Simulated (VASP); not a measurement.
A run of VASP 6.6.1 is set up as follows.

File INCAR:

```
SYSTEM = AgBr
PREC = Accurate
ENCUT = 500
EDIFF = 1E-6
ISMEAR = 0
SIGMA = 0.01
LREAL = .False.
LASPH = .True.
NELM = 120
ALGO = Normal
ISIF = 2
LWAVE = .False.
LCHARG = .True.
GGA = PE
LELF = .True.
LVHAR = .True.
NBANDS = 16
GGA_COMPAT = .False.
```

The input KPOINTS:

```
regular mesh
0
Gamma
  5 5 5
  0 0 0
```

POSCAR

```
AgBr
1.0
    0.0000000000      2.9806473893      2.9806473893
    2.9806473893      0.0000000000      2.9806473893
    2.9806473893      2.9806473893      0.0000000000
Ag Br
1 1
Direct
    0.0000000000      0.0000000000      0.0000000000
    0.5000000000      0.5000000000      0.5000000000
```

Potentials or basis: VASP PAW PBE potentials, release 64 (Ag, Br).

The run is started by

```console
$ cat potpaw_PBE.64/Ag/POTCAR potpaw_PBE.64/Br/POTCAR > POTCAR
$ mpirun -np 1 vasp_std > vasp.out
```

(1) Estimate the pressure.

(2) Estimate the band gap on the k mesh.

## Answers

(1) -2.0 GPa.

(2) 0.83 eV, indirect (least direct gap 2.26 eV).
